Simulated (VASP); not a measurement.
Write the native input for VASP 6.6.1 that does the following.

* Task: single point
* Functional: r2SCAN
* Potentials or basis: VASP PAW PBE potentials, release 64 (Ru_sv)
* Cutoff: 620 eV
* k mesh: 13 × 13 × 4
* Occupations: fermi-dirac, width 0.1 eV
* Spin: no spin polarisation
* Dipole correction: no
* Further INCAR settings: ALGO = Normal; EDIFF = 1e-06; NBANDS = 40

Ru:

```
Ru
1.0
     2.69184    0.00000    0.00000
    -1.34592    2.33120    0.00000
     0.00000    0.00000    8.63991
Ru
4
Direct
  0.00000 0.00000 0.00000
  0.00000 0.00000 0.50000
  0.33333 0.66667 0.25000
  0.66667 0.33333 0.75000
```

The input as run:

POSCAR

```
Ru
1.0
    2.6918405422      0.0000000000      0.0000000000
   -1.3459202711      2.3312022925      0.0000000000
    0.0000000000      0.0000000000      8.6399050730
Ru
4
Direct
    0.0000000000      0.0000000000      0.0000000000
    0.0000000000      0.0000000000      0.5000000000
    0.3333333333      0.6666666667      0.2500000000
    0.6666666667      0.3333333333      0.7500000000
```

INCAR.step1

```
  PREC = Accurate
  ENCUT = 620
  ISMEAR = -1
  SIGMA = 0.1
  LREAL = F
  LASPH = T
  NELM = 120
  NBANDS = 40
  GGA = PE
  ALGO = Normal
  EDIFF = 1E-5
  LWAVE = T
  LCHARG = F
  GGA_COMPAT = F
```

INCAR.step2

```
  PREC = Accurate
  ENCUT = 620
  EDIFF = 1E-6
  ISMEAR = -1
  SIGMA = 0.1
  LREAL = F
  LASPH = T
  NELM = 120
  ALGO = Normal
  ISIF = 2
  LWAVE = F
  LCHARG = T
  METAGGA = R2SCAN
  LMIXTAU = T
  LELF = T
  LVHAR = T
  NBANDS = 40
  ISTART = 1
  GGA_COMPAT = F
```

KPOINTS

```
Automatic mesh
0
Gamma
  13 13 4
```

Potentials or basis: VASP PAW PBE potentials, release 64 (Ru_sv).

Command:

```bash
$ cat potpaw_PBE.64/Ru_sv/POTCAR > POTCAR
$ cp INCAR.step1 INCAR
$ mpirun -np 1 vasp_std > vasp.out
$ cp INCAR.step2 INCAR
$ mpirun -np 1 vasp_std > vasp.out
```

Results of the run:

```yaml
Pressure: 0.1 GPa
Band_gap_on_the_k_mesh: zero (bands 32 and 33 overlap by 2.99 eV)
```

Caveat: the PAW data sets were made with another functional, which shifts forces and pressure a little.

It took 3.9 min on 1 thread of Intel(R) Xeon(R) 6975P-C (Granite Rapids), with other jobs on the host, peak memory 0.27 GiB.
